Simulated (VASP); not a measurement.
# BN (Fmm2) in VASP: a series of runs

The runs below take BN through single point, relaxation of cell and atoms, with PBEsol.

Program: VASP 6.6.1. These are calculated values, not measurements. Logs are shortened: lines on timing, memory, paths and dates and some standing lists are left out, and cuts for length are marked.

**1. The cell of the first run**

It takes space group Fmm2 (No. 42, orthorhombic). The conventional cell has a = 2.505 Å, b = 7.114 Å, c = 4.336 Å, α = 90.00°, β = 90.00°, γ = 90.00°. B (site symmetry mm2) has 3 N at 1.45 Å within 1.9 Å. Within 1.9 Å of N (site symmetry mm2) lie 3 B at 1.45 Å.

**2. Single point, PBEsol**

File INCAR:

```
SYSTEM = BN
  ALGO = Normal
  EDIFF = 1E-6
  ENCUT = 520
  GGA = PS
  ISIF = 2
  ISMEAR = 0
  LASPH = .TRUE.
  LCHARG = .FALSE.
  LREAL = .FALSE.
  LWAVE = .FALSE.
  NBANDS = 11
  NELM = 100
  PREC = Accurate
  SIGMA = 0.01
```

File KPOINTS:

```
k-points
0
G
  12 12 12
  0 0 0
```

File POSCAR:

```
BN
1.0
    4.1651924452     -0.0255782359      0.0173880505
    1.1419068266      2.2280020684     -0.0001164311
    3.0232855071     -0.8453286554      2.0891028536
B N
1 1
Direct
    0.0000673890      0.0000673890      0.9999326110
    0.6666326110      0.6666326110      0.3333673890
```

Potentials or basis: VASP PAW PBE potentials, release 64 (B, N).

The run is started by

```sh
$ cat potpaw_PBE.64/B/POTCAR potpaw_PBE.64/N/POTCAR > POTCAR
$ mpirun -np 1 vasp_std > vasp.out
```

OUTCAR:

```text
SYSTEM = BN
   EDIFF = 1E-6
   ENCUT = 520
   GGA = PS
   ISIF = 2
   ISMEAR = 0
   LASPH = .TRUE.
   LREAL = .FALSE.
   NELM = 100
   PREC = Accurate

 ion  position               nearest neighbor table
   1  0.000  0.000  1.000-   2 1.45   2 1.45   2 1.45
   2  0.667  0.667  0.333-   1 1.45   1 1.45   1 1.45

  LATTYP: Found a face centered orthorhombic cell.
 ALAT       =     2.5049336361
 B/A-ratio  =     1.7308085445
 C/A-ratio  =     2.8398006000

  Lattice vectors:

 A1 = (   4.1651924452,  -0.0255782359,   0.0173880505)
 A2 = (   3.0232856186,  -2.2535803043,   0.0175044816)
 A3 = (   1.1419069381,   0.8197504195,  -2.0717148031)

Analysis of symmetry for initial positions (statically):
=====================================================================
 Subroutine PRICEL returns:
 Original cell was already a primitive cell.

 Routine SETGRP: Setting up the symmetry group for a
 face centered orthorhombic supercell.

 Subroutine GETGRP returns: Found  4 space group operations
 (whereof  4 operations were pure point group operations)
 out of a pool of  8 trial point group operations.

The static configuration has the point symmetry C_2v.

Analysis of symmetry for dynamics (positions and initial velocities):
=====================================================================
 Subroutine PRICEL returns:
 Original cell was already a primitive cell.

 Routine SETGRP: Setting up the symmetry group for a
 face centered orthorhombic supercell.

 Subroutine GETGRP returns: Found  4 space group operations
 (whereof  4 operations were pure point group operations)
 out of a pool of  8 trial point group operations.

The dynamic configuration has the point symmetry C_2v.

 Subroutine INISYM returns: Found  4 space group operations
 (whereof  4 operations are pure point group operations),
 and found     1 'primitive' translations

----------------------------------------------------------------------------------------

                                     Primitive cell

  volume of cell :      19.3137

  direct lattice vectors                    reciprocal lattice vectors
     4.165192445 -0.025578236  0.017388050     0.240990914 -0.123534713 -0.398741388
     1.141906827  2.228002068 -0.000116431     0.002005672  0.447813978  0.178299632
     3.023285507 -0.845328655  2.089102854    -0.002005707  0.001053164  0.482003121

  length of vectors
     4.165307275  2.503586314  3.770833665     0.482008444  0.482008444  0.482008444

  position of ions in fractional coordinates (direct lattice)
     0.000067389  0.000067389  0.999932611
     0.666632611  0.666632611  0.333367389

  ion indices of the primitive-cell ions
   primitive index   ion index
                 1           1
                 2           2

----------------------------------------------------------------------------------------

 KPOINTS: k-points

Automatic generation of k-mesh.
 Grid dimensions read from file:
 generate k-points for:   12   12   12

 Generating k-lattice:

  Cartesian coordinates                     Fractional coordinates (reciprocal lattice)
     0.020082576 -0.010294559 -0.033228449     0.083333333  0.000000000 -0.000000000
     0.000167139  0.037317832  0.014858303    -0.000000000  0.083333333 -0.000000000
    -0.000167142  0.000087764  0.040166927     0.000000000 -0.000000000  0.083333333

  Length of vectors
     0.040167370  0.040167370  0.040167370

  Shift w.r.t. Gamma in fractional coordinates (k-lattice)
     0.000000000  0.000000000  0.000000000

 Subroutine IBZKPT returns following result:
 ===========================================

 Found    280 irreducible k-points:

 Following reciprocal coordinates:
            Coordinates               Weight
  0.000000  0.000000  0.000000      1.000000
  0.083333  0.000000  0.000000      8.000000
  0.166667  0.000000 -0.000000      8.000000
  0.250000  0.000000  0.000000      8.000000
  0.333333  0.000000  0.000000      8.000000
  0.416667  0.000000  0.000000      8.000000
[... 16 lines left out ...]
  0.500000  0.166667  0.000000      8.000000
 -0.416667  0.166667  0.000000      8.000000
 [... further k-points ...]
   k-points           NKPTS =    280   k-points in BZ     NKDIM =    280   number of bands    NBANDS=     11
   number of dos      NEDOS =    301   number of ions     NIONS =      2
   total plane-waves  NPLWV =  17920
   dimension x,y,z NGX =    32 NGY =   20 NGZ =   28
   dimension x,y,z NGXF=    64 NGYF=   40 NGZF=   56
   ions per type =               1   1
   NGX,Y,Z   is equivalent  to a cutoff of  12.77, 13.28, 12.34 a.u.
   NGXF,Y,Z  is equivalent  to a cutoff of  25.54, 26.56, 24.69 a.u.
 SYSTEM =  BN
   PREC   = accura    normal or accurate (medium, high low for compatibility)
   ISTART =      0    job   : 0-new  1-cont  2-samecut
   ICHARG =      2    charge: 1-file 2-atom 10-const
   ISPIN  =      1    spin polarized calculation?
   LNONCOLLINEAR =      F non collinear calculations
   LSORBIT =      F    spin-orbit coupling
   LASPH  =      T    aspherical Exc in radial PAW
   ENCUT  =  520.0 eV  38.22 Ry    6.18 a.u.   7.74  4.66  7.01*2*pi/ulx,y,z
   NELM   =    100;   NELMIN=  2; NELMDL= -5     # of ELM steps
   EDIFF  = 0.1E-05   stopping-criterion for ELM
   LREAL  =      F    real-space projection
   EDIFFG = 0.1E-04   stopping-criterion for IOM
   NSW    =      0    number of steps for IOM
   IBRION =     -1    ionic relax: 0-MD 1-quasi-New 2-CG
   NFREE  =      0    steps in history (QN), initial steepest desc. (CG)
   ISIF   =      2    stress and relaxation
   ISYM   =      2    0-nonsym 1-usesym 2-fastsym
   POTIM  = 0.5000    time-step for ionic-motion
   TEBEG  =    0.0;   TEEND  =   0.0 temperature during run
   PSTRESS=    0.0 pullay stress
   NELECT =       8.0000    total number of electrons
   NUPDOWN=      -1.0000    fix difference up-down
   EMIN   =  10.00;   EMAX   =-10.00  energy-range for DOS
   EFERMI =   0.00;   METHOD = LEGACY
   ISMEAR =     0;   SIGMA  =   0.01  broadening in eV -4-tet -1-fermi 0-gaus
   EFERMI_NEDOS =   21; number of points for ismear=-14 and -15
   IALGO  =     38    algorithm
   IMIX   =      4    mixing-type and parameters
     AMIX     =   0.40;   BMIX     =  1.00
     AMIX_MAG =   1.60;   BMIX_MAG =  1.00
  volume/ion in A,a.u.               =       9.66        65.17
  Fermi-wavevector in a.u.,A,eV,Ry     =   1.220346  2.306120 20.262399  1.489244
  Thomas-Fermi vector in A             =   2.355567
   LORBIT       =      0    0 simple, 1 ext, 2 COOP (PROOUT), +10 PAW based schemes
   GGA     = PS    functional components
   LHFCALC =     F    Hartree Fock is set to
   AEXX    =    0.0000 exact exchange contribution
   IVDW    =     0    specifies the selected vdW correction
   LEPSILON=     F    determine dielectric tensor
   LRPA    =     F    only Hartree local field effects (RPA)
 non-spin polarized calculation
 Gauss-broadening in eV      SIGMA  =   0.01
  energy-cutoff  :      520.00
  volume of cell :       19.31
 maximum number of plane-waves:       535
   NGX = 15   NGY =  9   NGZ = 13

 number of electron       8.0000000 magnetization

 Free energy of the ion-electron system (eV)
  ---------------------------------------------------
  ext. energy  EPLUGINS =         0.00000000
  ---------------------------------------------------
  free energy    TOTEN  =       -18.28374504 eV

  energy without entropy =      -18.28374504  energy(sigma->0) =      -18.28374504

 E-fermi :   1.8421     XC(G=0):  -9.8403

 val. band max:        1.7529572073   @ k =   0.5000  -0.3333   0.1667
 cond. band min:       5.5569023873   @ k =   0.0000   0.5000   0.5000
 fundamental gap:      3.8039451800
 Fermi energy:         1.8421010388

 k-point     1 :       0.0000    0.0000    0.0000
  band No.  band energies     occupation
      1     -16.0457      2.00000
      2      -2.8204      2.00000
      3       0.3605      2.00000
      4       0.3616      2.00000
      5       6.3564      0.00000
      6      13.2053      0.00000
      7      13.2640      0.00000
      8      14.6324      0.00000
      9      16.0529      0.00000
     10      27.0634      0.00000
     11      27.8058      0.00000

 k-point     2 :       0.0833    0.0000    0.0000
  band No.  band energies     occupation
      1     -15.9074      2.00000
      2      -2.6816      2.00000
      3      -0.2036      2.00000
      4       0.1001      2.00000
      5       6.6671      0.00000
      6      13.1575      0.00000
      7      13.8154      0.00000
      8      14.1570      0.00000
      9      16.5076      0.00000
     10      26.4531      0.00000
     11      27.4686      0.00000

 k-point     3 :       0.1667    0.0000   -0.0000
  band No.  band energies     occupation
      1     -15.4999      2.00000
      2      -2.2705      2.00000
      3      -1.6137      2.00000
      4      -0.5334      2.00000
      5       7.4945      0.00000
      6      12.8432      0.00000
      7      13.0035      0.00000
      8      15.4283      0.00000
      9      17.6085      0.00000
     10      23.8835      0.00000
     11      27.9687      0.00000

 k-point     4 :       0.2500    0.0000    0.0000
  band No.  band energies     occupation
      1     -14.8521      2.00000
      2      -3.4126      2.00000
      3      -1.5772      2.00000
      4      -1.2666      2.00000
      5       8.6048      0.00000
      6      11.1676      0.00000
      7      12.8174      0.00000
      8      17.7043      0.00000
      9      18.9035      0.00000
     10      21.6932      0.00000
     11      26.6317      0.00000

 k-point     5 :       0.3333    0.0000    0.0000
  band No.  band energies     occupation
      1     -14.0345      2.00000
      2      -5.1977      2.00000
      3      -1.8959      2.00000
      4      -0.6777      2.00000
      5       8.5478      0.00000
      6      10.6235      0.00000
      7      12.9050      0.00000
      8      19.3265      0.00000
      9      20.2469      0.00000
     10      20.7327      0.00000
     11      25.5568      0.00000
[... 211 lines left out ...]
 k-point    21 :       0.3333    0.1667    0.0000
  band No.  band energies     occupation
      1     -14.4970      2.00000
      2      -3.8543      2.00000
      3      -2.2449      2.00000
      4      -0.9840      2.00000
      5       9.0055      0.00000
      6      10.6030      0.00000
      7      13.9990      0.00000
      8      16.3685      0.00000
      9      20.0447      0.00000
     10      20.8676      0.00000
     11      25.9222      0.00000

 k-point    22 :       0.4167    0.1667    0.0000
  band No.  band energies     occupation
      1     -13.7165      2.00000
      2      -5.2055      2.00000
      3      -3.1225      2.00000
      4      -0.1087      2.00000
      5       8.5108      0.00000
      6      10.9282      0.00000
      7      14.3715      0.00000
      8      17.3483      0.00000
      9      18.4431      0.00000
     10      22.3210      0.00000
     11      25.0627      0.00000

 k-point    23 :       0.5000    0.1667    0.0000
  band No.  band energies     occupation
      1     -12.9567      2.00000
      2      -6.4055      2.00000
      3      -3.6448      2.00000
      4       0.7551      2.00000
      5       7.0624      0.00000
      6      12.4080      0.00000
      7      14.6009      0.00000
      8      16.7658      0.00000
      9      19.3726      0.00000
     10      22.7204      0.00000
     11      23.8790      0.00000

 k-point    24 :      -0.4167    0.1667    0.0000
  band No.  band energies     occupation
      1     -12.5980      2.00000
      2      -6.9230      2.00000
      3      -3.8120      2.00000
      4       1.1090      2.00000
      5       6.4118      0.00000
      6      13.1459      0.00000
      7      14.9479      0.00000
      8      16.5493      0.00000
      9      19.7466      0.00000
     10      22.0783      0.00000
     11      23.7245      0.00000

 [... further k-points ...]

------------------------ aborting loop because EDIFF is reached ----------------------------------------

  FORCE on cell =-STRESS in cart. coord.  units (eV):
  Direction    XX          YY          ZZ          XY          YZ          ZX
  --------------------------------------------------------------------------------------
  -------------------------------------------------------------------------------------
  Total        0.0072317      0.0451638      0.0522927      0.0264654      0.0090096     -0.0179909
  in kB        0.5999107      3.7465849      4.3379654      2.1954493      0.7473980     -1.4924445
  external PRESSURE =       2.8948203 kB  Pullay stress =       0.0000000 kB

 VOLUME and BASIS-vectors are now :
 -----------------------------------------------------------------------------
  energy-cutoff  :      520.00
  volume of cell :       19.31
      direct lattice vectors                 reciprocal lattice vectors
     4.165192445 -0.025578236  0.017388050     0.240990914 -0.123534713 -0.398741388
     1.141906827  2.228002068 -0.000116431     0.002005672  0.447813978  0.178299632
     3.023285507 -0.845328655  2.089102854    -0.002005707  0.001053164  0.482003121

 POSITION                                       TOTAL-FORCE (eV/Angst)
 -----------------------------------------------------------------------------------
      3.02344     -0.84512      2.08896         0.000119      0.000159     -0.000108
      4.54575      1.18640      0.70795        -0.000119     -0.000159      0.000108
 -----------------------------------------------------------------------------------
    total drift:                               -0.000027     -0.000040      0.000032

  FREE ENERGIE OF THE ION-ELECTRON SYSTEM (eV)
  ---------------------------------------------------
  free  energy   TOTEN  =       -18.2837450419 eV

  energy  without entropy=      -18.2837450419  energy(sigma->0) =      -18.28374504
```

It took 22 s on 1 thread of Intel Xeon 6975P-C (Granite Rapids), shared host; peak memory 0.18 GiB.

Results:

```yaml
Free_energy: -18.2837 eV
Pressure: 0.3 GPa
Band_gap_on_the_k_mesh: 3.80 eV, indirect (least direct gap 4.49 eV)
```

Stress tensor (GPa, compression positive):
```
 0.06  0.22 -0.15
 0.22  0.37  0.07
-0.15  0.07  0.43
```

Caveat: the PAW data sets were made with another functional, which shifts forces and pressure a little. A hybrid or GW would open this gap; PBEsol tends to underestimate it.

**3. Relaxation of cell and atoms, PBEsol**

This run uses another cell than the first one, of 9.48 Å³/atom, 0.981 times its volume.

File INCAR:

```
PREC     = Accurate       # precision mode
ENCUT    = 600            # plane-wave cutoff, eV
EDIFF    = 1E-6           # SCF threshold, eV
ISMEAR   = 0              # smearing method
SIGMA    = 0.01           # smearing width, eV
LREAL    = False          # projectors in reciprocal space
LASPH    = True           # aspherical terms in the spheres
NELM     = 60             # most SCF steps
ALGO     = Normal         # electronic algorithm
ISIF     = 3              # what is computed and relaxed
LWAVE    = False          # write WAVECAR
LCHARG   = False          # write CHGCAR
GGA      = PS             # functional
IBRION   = 2              # ionic algorithm
NSW      = 80             # ionic steps
EDIFFG   = -0.01          # ionic threshold
```

File KPOINTS:

```
Automatic mesh
0
Gamma
  12 12 12
```

File POSCAR:

```
BN
1.0
    4.1120780000      0.0000000000      0.0000000000
    1.1410171286      2.2263451715      0.0000000000
    2.9710606487     -0.8190325536      2.0702171075
B N
1 1
Direct
    0.0000490000      0.0000490000      0.9999510000
    0.6666510000      0.6666510000      0.3333490000
```

Potentials or basis: VASP PAW PBE potentials, release 64 (B, N).

The run is started by

```sh
$ cat potpaw_PBE.64/B/POTCAR potpaw_PBE.64/N/POTCAR > POTCAR
$ mpirun -np 1 vasp_std > vasp.out
```

Wall time 38 s (1 thread of Intel Xeon 6975P-C (Granite Rapids), shared host); peak memory 0.18 GiB.

The run converged. Its results:

| Item | Value |
| --- | --- |
| Free energy | -18.2869 eV |
| Relaxed volume | 9.50 Å³/atom |
| Relaxed cell | a = 4.113 Å, b = 2.504 Å, c = 3.713 Å, α = 80.28°, β = 36.88°, γ = 62.84° |
| Space group after relaxing (to 0.05 Å) | Fmm2 (No. 42) |
| Energy gained by relaxing | 0.1 meV/atom |
| Ionic steps | 3 |
| Pressure after relaxing | 0.0 GPa |
| Largest force after relaxing | 0.004 eV/Å |
| Band gap on the k mesh | 3.73 eV, indirect (least direct gap 4.48 eV) |

Forces in eV/Å, atoms in the order of the input:
```
B   -0.002 -0.003  0.002
N    0.002  0.003 -0.002
```

Step by step:
```tsv
step	energy change (eV)	largest force (eV/Å)	pressure (GPa)	volume (Å³)
1	0.0000	0.0100	0.68	18.95
2	0.0004	0.0313	-1.35	19.06
3	-0.0001	0.0042	-0.01	18.99
```

Final structure:
```
B N
1.0
     4.11314    0.00162   -0.00110
     1.14219    2.22861   -0.00004
     2.97095   -0.81828    2.07120
B N
1 1
Direct
  0.00009 0.00009 0.99991
  0.66661 0.66661 0.33339
```

Levels at points of the mesh, in eV from the valence-band top:
```
           k point  band 1  band 2  band 3  band 4  band 5  band 6  band 7  band 8
(0.00, 0.00, 0.00)  -17.81   -4.50   -1.40   -1.40    4.67   11.43   11.51   12.91
(0.50, 0.00, 0.00)  -14.60   -8.99   -4.21   -1.02    4.53    9.72   13.11   15.43
(0.50, 0.50, 0.00)  -14.65   -9.09   -4.20   -0.52    5.71    9.29   12.00   13.55
(0.50, 0.00, 0.50)  -17.61   -6.17   -1.42   -1.39    9.43   11.40   11.46   11.83
(0.00, 0.50, 0.50)  -14.54   -8.89   -4.24   -1.48    3.73    9.80   14.29   18.35
```

Caveat: the PAW data sets were made with another functional, which shifts forces and pressure a little. PBEsol gaps usually lie below the measured ones, often by a third to a half.
